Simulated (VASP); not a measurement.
# Ga8BiAs7 (P1) in VASP: a series of runs

Aim: see how the results for Ga8BiAs7 move with the level of theory and the settings. Levels: PBEsol, LDA. Tasks: single point.

All numbers are computed with VASP 6.6.1; they aren't measurements. Logs are shortened: lines on timing, memory, paths and dates and some standing lists are left out, and cuts for length are marked.

## (1) The cell of the first run

The typed cell holds 16 atoms: a = 8.119 Å, b = 8.119 Å, c = 8.119 Å, α = 60.00°, β = 60.00°, γ = 60.00°.

## (2) Single point, PBEsol

Input file INCAR:

```
SYSTEM = Ga8BiAs7
ALGO = Normal
EDIFF = 1E-6
ENCUT = 500
GGA = PS
GGA_COMPAT = .FALSE.
ISIF = 2
ISMEAR = -1
ISYM = -1
LASPH = .TRUE.
LCHARG = .TRUE.
LELF = .TRUE.
LREAL = Auto
LVHAR = .TRUE.
LWAVE = .FALSE.
NBANDS = 91
NELM = 120
PREC = Accurate
SIGMA = 0.05
```

Input file KPOINTS:

```
explicit points
1
Reciprocal
  0.25000000   0.25000000   0.25000000 1
```

Input file POSCAR:

```
Ga8BiAs7
1.0
    0.0000000000      5.7413290000      5.7413290000
    5.7413290000      0.0000000000      5.7413290000
    5.7413290000      5.7413290000      0.0000000000
Ga As Bi
8 7 1
Direct
    0.9983090000      0.0013840000      0.0052640000
    0.4999000000      0.4993930000      0.4968740000
    0.0031580000      0.9973990000      0.4969910000
    0.5038500000      0.4987350000      0.9968320000
    0.9995390000      0.4989890000      0.0002290000
    0.4994430000      0.0003350000      0.4983230000
    0.5010850000      0.9970500000      0.9997910000
    0.9992160000      0.5049650000      0.4979170000
    0.1272050000      0.1266300000      0.1223700000
    0.1281970000      0.1229270000      0.6258510000
    0.6226590000      0.6214040000      0.1309080000
    0.1263260000      0.6260240000      0.1252710000
    0.6222700000      0.1304590000      0.6267720000
    0.6238310000      0.1232950000      0.1238110000
    0.1254350000      0.6214990000      0.6224360000
    0.6202280000      0.6296820000      0.6258740000
```

Potentials or basis: VASP PAW PBE potentials, release 64 (Ga_d, As, Bi_d).

On the command line:

```sh
$ cat potpaw_PBE.64/Ga_d/POTCAR potpaw_PBE.64/As/POTCAR potpaw_PBE.64/Bi_d/POTCAR > POTCAR
$ mpirun -np 1 vasp_std > vasp.out
```

OUTCAR:

```text
SYSTEM = Ga8BiAs7
   EDIFF = 1E-6
   ENCUT = 500
   GGA = PS
   ISIF = 2
   ISMEAR = -1
   ISYM = -1
   LASPH = .TRUE.
   LREAL = Auto
   NELM = 120
   PREC = Accurate

 ion  position               nearest neighbor table
   1  0.998  0.001  0.005-   9 2.46  14 2.48  12 2.49  10 2.52
   2  0.500  0.499  0.497-  11 2.43  13 2.45  15 2.48  16 2.52
   3  0.003  0.997  0.497-   9 2.48  15 2.49  10 2.52  13 2.53
   4  0.504  0.499  0.997-  16 2.46  14 2.49  11 2.49  12 2.50
   5  1.000  0.499  0.000-   9 2.47  11 2.50  15 2.50  12 2.51
   6  0.499  0.000  0.498-  16 2.46  10 2.46  14 2.48  13 2.53
[... 8 lines left out ...]
  15  0.125  0.621  0.622-   8 2.44   2 2.48   3 2.49   5 2.50
  16  0.620  0.630  0.626-   6 2.46   4 2.46   8 2.51   2 2.52

IMPORTANT INFORMATION: All symmetrisations will be switched off!
NOSYMM: (Re-)initialisation of all symmetry stuff for point group C_1.

----------------------------------------------------------------------------------------

                                     Primitive cell

  volume of cell :     378.5012

  direct lattice vectors                    reciprocal lattice vectors
     0.000000000  5.741329000  5.741329000    -0.087087850  0.087087850  0.087087850
     5.741329000  0.000000000  5.741329000     0.087087850 -0.087087850  0.087087850
     5.741329000  5.741329000  0.000000000     0.087087850  0.087087850 -0.087087850

  length of vectors
     8.119465338  8.119465338  8.119465338     0.150840581  0.150840581  0.150840581

  position of ions in fractional coordinates (direct lattice)
     0.998309000  0.001384000  0.005264000
     0.499900000  0.499393000  0.496874000
     0.003158000  0.997399000  0.496991000
     0.503850000  0.498735000  0.996832000
     0.999539000  0.498989000  0.000229000
     0.499443000  0.000335000  0.498323000
[... 8 lines left out ...]
     0.125435000  0.621499000  0.622436000
     0.620228000  0.629682000  0.625874000

  ion indices of the primitive-cell ions
   primitive index   ion index
                 1           1
                 2           2
                 3           3
                 4           4
                 5           5
                 6           6
[... 8 lines left out ...]
                15          15
                16          16

----------------------------------------------------------------------------------------

 KPOINTS: explicit points

Read explicit list of k-points.

 Found      1 k-points:

 Following reciprocal coordinates:
            Coordinates               Weight
  0.250000  0.250000  0.250000      1.000000
   k-points           NKPTS =      1   k-points in BZ     NKDIM =      1   number of bands    NBANDS=     91
   number of dos      NEDOS =    301   number of ions     NIONS =     16
   total plane-waves  NPLWV = 216000
   dimension x,y,z NGX =    60 NGY =   60 NGZ =   60
   dimension x,y,z NGXF=   120 NGYF=  120 NGZF=  120
   ions per type =               8   7   1
   NGX,Y,Z   is equivalent  to a cutoff of  12.28, 12.28, 12.28 a.u.
   NGXF,Y,Z  is equivalent  to a cutoff of  24.57, 24.57, 24.57 a.u.
 SYSTEM =  Ga8BiAs7
   PREC   = accura    normal or accurate (medium, high low for compatibility)
   ISTART =      0    job   : 0-new  1-cont  2-samecut
   ICHARG =      2    charge: 1-file 2-atom 10-const
   ISPIN  =      1    spin polarized calculation?
   LNONCOLLINEAR =      F non collinear calculations
   LSORBIT =      F    spin-orbit coupling
   LASPH  =      T    aspherical Exc in radial PAW
   ENCUT  =  500.0 eV  36.75 Ry    6.06 a.u.  14.80 14.80 14.80*2*pi/ulx,y,z
   NELM   =    120;   NELMIN=  2; NELMDL= -5     # of ELM steps
   EDIFF  = 0.1E-05   stopping-criterion for ELM
   LREAL  =      T    real-space projection
   EDIFFG = 0.1E-04   stopping-criterion for IOM
   NSW    =      0    number of steps for IOM
   IBRION =     -1    ionic relax: 0-MD 1-quasi-New 2-CG
   NFREE  =      0    steps in history (QN), initial steepest desc. (CG)
   ISIF   =      2    stress and relaxation
   ISYM   =     -1    0-nonsym 1-usesym 2-fastsym
   POTIM  = 0.5000    time-step for ionic-motion
   TEBEG  =    0.0;   TEEND  =   0.0 temperature during run
   PSTRESS=    0.0 pullay stress
   NELECT =     154.0000    total number of electrons
   NUPDOWN=      -1.0000    fix difference up-down
   EMIN   =  10.00;   EMAX   =-10.00  energy-range for DOS
   EFERMI =   0.00;   METHOD = LEGACY
   ISMEAR =    -1;   SIGMA  =   0.05  broadening in eV -4-tet -1-fermi 0-gaus
   EFERMI_NEDOS =   21; number of points for ismear=-14 and -15
   IALGO  =     38    algorithm
   IMIX   =      4    mixing-type and parameters
     AMIX     =   0.40;   BMIX     =  1.00
     AMIX_MAG =   1.60;   BMIX_MAG =  1.00
  volume/ion in A,a.u.               =      23.66       159.64
  Fermi-wavevector in a.u.,A,eV,Ry     =   1.213089  2.292406 20.022126  1.471585
  Thomas-Fermi vector in A             =   2.348552
   LORBIT       =      0    0 simple, 1 ext, 2 COOP (PROOUT), +10 PAW based schemes
   GGA     = PS    functional components
   LHFCALC =     F    Hartree Fock is set to
   AEXX    =    0.0000 exact exchange contribution
   IVDW    =     0    specifies the selected vdW correction
   LEPSILON=     F    determine dielectric tensor
   LRPA    =     F    only Hartree local field effects (RPA)
 non-spin polarized calculation
  energy-cutoff  :      500.00
  volume of cell :      378.50
 maximum number of plane-waves:      9615
 NGX is ok and might be reduce to    60
   NGX = 29   NGY = 29   NGZ = 29

 number of electron     153.9999993 magnetization

 Free energy of the ion-electron system (eV)
  ---------------------------------------------------
  ext. energy  EPLUGINS =         0.00000000
  ---------------------------------------------------
  free energy    TOTEN  =       -61.75250037 eV

  energy without entropy =      -61.75212801  energy(sigma->0) =      -61.75231419

 E-fermi :   4.3419     XC(G=0):  -9.6287

 val. band max:        3.8979983859   @ k =   0.2500   0.2500   0.2500
 cond. band min:       4.7706805736   @ k =   0.2500   0.2500   0.2500
 fundamental gap:      0.8726821877
 Fermi energy:         4.3419384447

 k-point     1 :       0.2500    0.2500    0.2500
  band No.  band energies     occupation
      1     -18.4963      2.00000
      2     -18.4555      2.00000
      3     -18.4320      2.00000
      4     -18.3610      2.00000
      5     -18.3568      2.00000
      6     -11.1116      2.00000
[... 81 lines left out ...]
     88       6.6384      0.00000
     89       7.8841      0.00000
 [bands above 89 left out]

------------------------ aborting loop because EDIFF is reached ----------------------------------------

  FORCE on cell =-STRESS in cart. coord.  units (eV):
  Direction    XX          YY          ZZ          XY          YZ          ZX
  --------------------------------------------------------------------------------------
  -------------------------------------------------------------------------------------
  Total       10.0928857     10.3339653     10.3142162     -7.9786659     -9.3150641     -8.2451759
  in kB       42.7226950     43.7431732     43.6595759    -33.7733050    -39.4302136    -34.9014288
  external PRESSURE =      43.3751480 kB  Pullay stress =       0.0000000 kB

 VOLUME and BASIS-vectors are now :
 -----------------------------------------------------------------------------
  energy-cutoff  :      500.00
  volume of cell :      378.50
      direct lattice vectors                 reciprocal lattice vectors
     0.000000000  5.741329000  5.741329000    -0.087087850  0.087087850  0.087087850
     5.741329000  0.000000000  5.741329000     0.087087850 -0.087087850  0.087087850
     5.741329000  5.741329000  0.000000000     0.087087850  0.087087850 -0.087087850

 POSITION                                       TOTAL-FORCE (eV/Angst)
 -----------------------------------------------------------------------------------
      0.03817      5.76184      5.73957        -0.225039     -0.039976      0.138572
      5.71990      5.72281      5.73727        -0.529391     -0.652531     -0.930814
      8.57978      2.87152      5.74453         0.420636      0.112689      0.079426
      8.58654      8.61591      5.75617         1.465092      1.311674     -1.250644
      2.86617      5.74000      8.60354         0.218420      0.066882      0.238042
      2.86296      5.72850      2.86939         1.525398     -1.020327      1.471151
[... 8 lines left out ...]
      7.14184      4.29377      4.28839         0.107426     -0.055624     -0.018901
      7.20856      7.15428      7.17614        -0.764369     -0.051367     -0.076000
 -----------------------------------------------------------------------------------
    total drift:                               -0.011815     -0.003908      0.002008

  FREE ENERGIE OF THE ION-ELECTRON SYSTEM (eV)
  ---------------------------------------------------
  free  energy   TOTEN  =       -61.7525003685 eV

  energy  without entropy=      -61.7521280081  energy(sigma->0) =      -61.75231419
```

Run time: 2.3 min. Hardware: 1 thread of Intel Xeon 8259CL, shared host; peak memory 0.48 GiB.

Results:

```
Free energy   : -61.7525 eV
Pressure      : 4.3 GPa
Largest force : 2.352 eV/Å
```

Forces in eV/Å, atoms in the order of the input:
```
Ga  -0.225 -0.040  0.139
Ga  -0.529 -0.653 -0.931
Ga   0.421  0.113  0.079
Ga   1.465  1.312 -1.251
Ga   0.218  0.067  0.238
Ga   1.525 -1.020  1.471
Ga   0.107  0.056  0.105
Ga  -1.130  1.115  0.740
As  -0.077  0.019 -0.189
As   0.147 -0.372 -0.154
As  -0.419 -0.337  0.139
As  -0.162 -0.122 -0.097
As  -0.661 -0.001 -0.209
As  -0.023 -0.031  0.014
As   0.107 -0.056 -0.019
Bi  -0.764 -0.051 -0.076
```

Caveat: the cell stands under pressure; the PAW data sets were made with another functional, which shifts forces and pressure a little; spin-orbit coupling is left out, which moves the levels of the heavy elements.

[end of part 1 of 2]
